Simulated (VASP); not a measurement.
Set up this calculation in VASP 6.6.1, as the native input.

| Item | Value |
| --- | --- |
| Task | relaxation of cell and atoms |
| Functional | r2SCAN |
| Potentials or basis | VASP PAW PBE potentials, release 64 (Br) |
| Cutoff | 600 eV |
| k mesh | 6 × 6 × 6 |
| Occupations | fermi-dirac, width 0.02 eV |
| Spin | no spin polarisation |
| Dipole correction | no |
| Further INCAR settings | ALGO = Normal; EDIFF = 1e-06; IBRION = 2; EDIFFG = -0.01; NSW = 80; ISIF = 3 |

Crystal: Br.

```
Br
1.0
     0.00000    3.24000    3.24000
     3.24000    0.00000    3.24000
     3.24000    3.24000    0.00000
Br
2
Direct
  0.00000 0.00000 0.00000
  0.25000 0.25000 0.25000
```

One way to write it, as run:

POSCAR

```
Br
1.0
    0.0000000000      3.2400000000      3.2400000000
    3.2400000000      0.0000000000      3.2400000000
    3.2400000000      3.2400000000      0.0000000000
Br
2
Direct
    0.0000000000      0.0000000000      0.0000000000
    0.2500000000      0.2500000000      0.2500000000
```

INCAR.step1

```
ALGO = Normal
EDIFF = 1E-4
ENCUT = 600
GGA = PE
ISMEAR = -1
LASPH = True
LCHARG = False
LREAL = False
LWAVE = True
NELM = 100
PREC = Accurate
SIGMA = 0.02
```

INCAR.step2

```
ALGO = Normal
EDIFF = 1E-6
EDIFFG = -0.01
ENCUT = 600
IBRION = 2
ISIF = 3
ISMEAR = -1
ISTART = 1
LASPH = True
LCHARG = False
LMIXTAU = True
LREAL = False
LWAVE = False
METAGGA = R2SCAN
NELM = 100
NSW = 80
PREC = Accurate
SIGMA = 0.02
```

KPOINTS

```
k-points
0
Gamma
  6 6 6
```

Potentials or basis: VASP PAW PBE potentials, release 64 (Br).

Launch:

```bash
$ cat potpaw_PBE.64/Br/POTCAR > POTCAR
$ cp INCAR.step1 INCAR
$ mpirun -np 1 vasp_std > vasp.out
$ cp INCAR.step2 INCAR
$ mpirun -np 1 vasp_std > vasp.out
```

It gave:

```yaml
Relaxed_volume: 42.08 Å³/atom
Relaxed_cell: a = 4.919 Å, b = 4.919 Å, c = 4.919 Å, α = 60.00°, β = 60.00°, γ = 60.00°
Space_group_after_relaxing_to_0.1_Å: Fd-3m (No. 227)
Energy_gained_by_relaxing: 123.9 meV/atom
Ionic_steps: 4
Pressure_after_relaxing: 0.0 GPa
Band_gap_on_the_k_mesh: zero (bands 7 and 8 overlap by 1.28 eV)
```

Caveat: the volume moved by over 15 % at a fixed basis, so the end points are rough; the PAW data sets were made with another functional, which shifts forces and pressure a little.

Run time: 3.8 min on 1 thread of Intel Xeon 6975P-C (shared host), peak memory 0.26 GiB.
